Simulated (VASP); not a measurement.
Mn, 1 atom in the cell. The structure is cubic, space group Fm-3m (No. 225). Conventional cell: a = 3.797 Å, b = 3.797 Å, c = 3.797 Å, α = 90.00°, β = 90.00°, γ = 90.00°. Within 3.5 Å of Mn (site symmetry m-3m) lie 12 Mn at 2.69 Å. 

| Item | Value |
| --- | --- |
| Program | VASP 6.6.1 |
| Task | single point |
| Functional | r2SCAN |
| Potentials or basis | VASP PAW PBE potentials, release 64 (Mn_pv) |
| Cutoff | 520 eV |
| k mesh | 8 × 8 × 8 |
| Occupations | gaussian, width 0.1 eV |
| Spin | collinear spin, ferromagnetic start |
| Starting moments | [4.0] μB |
| Dipole correction | no |
| Further INCAR settings | ALGO = Normal; EDIFF = 1e-07; NBANDS = 16 |

Potentials or basis: VASP PAW PBE potentials, release 64 (Mn_pv).

Command:

```sh
$ cat potpaw_PBE.64/Mn_pv/POTCAR > POTCAR
$ cp INCAR.step1 INCAR
$ mpirun -np 1 vasp_std > vasp.out
$ cp INCAR.step2 INCAR
$ mpirun -np 1 vasp_std > vasp.out
```

Hardware: 1 thread of Intel(R) Xeon(R) Platinum 8488C (Sapphire Rapids), on a shared host.

**Question.** Estimate the wall time of this run.

**Answer.** It took 110 s on 1 thread of Intel(R) Xeon(R) Platinum 8488C (Sapphire Rapids), on a shared host, peak memory 0.14 GiB. Counts: k points 29.
